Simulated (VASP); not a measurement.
Input of a VASP 6.6.1 run:

File INCAR:

```
  PREC = Accurate
  ENCUT = 520
  EDIFF = 1E-7
  ISMEAR = 0
  SIGMA = 0.15
  LREAL = False
  LASPH = True
  NELM = 100
  ALGO = Fast
  ISIF = 2
  LWAVE = False
  LCHARG = False
  GGA = PS
  NBANDS = 9
```

File KPOINTS:

```
Automatic mesh
0
Gamma
  18 18 10
```

File POSCAR:

```
Mg
1.0
    2.9525298099      0.0000000000      0.0000000000
   -1.4762649049      2.5569658208      0.0000000000
    0.0000000000      0.0000000000      5.6271564000
Mg
2
Direct
    0.3333333333      0.6666666667      0.2500000000
    0.6666666667      0.3333333333      0.7500000000
```

Potentials or basis: VASP PAW PBE potentials, release 64 (Mg).

Run with:

```sh
$ cat potpaw_PBE.64/Mg/POTCAR > POTCAR
$ mpirun -np 1 vasp_std > vasp.out
```

Task: What does it give for the pressure?

Result: 3.9 GPa.

Task: Estimate the band gap on the k mesh.

Result: Zero (bands 2 and 3 overlap by 3.61 eV).

Stress tensor (GPa, compression positive):
```
 7.11  0.00  0.00
 0.00  7.11  0.00
 0.00  0.00 -2.52
```

Caveat: the cell differs from its parent crystal (strain -0.080 along x and y, +0.080 along z); the cell stands under pressure; the PAW data sets were made with another functional, which shifts forces and pressure a little.
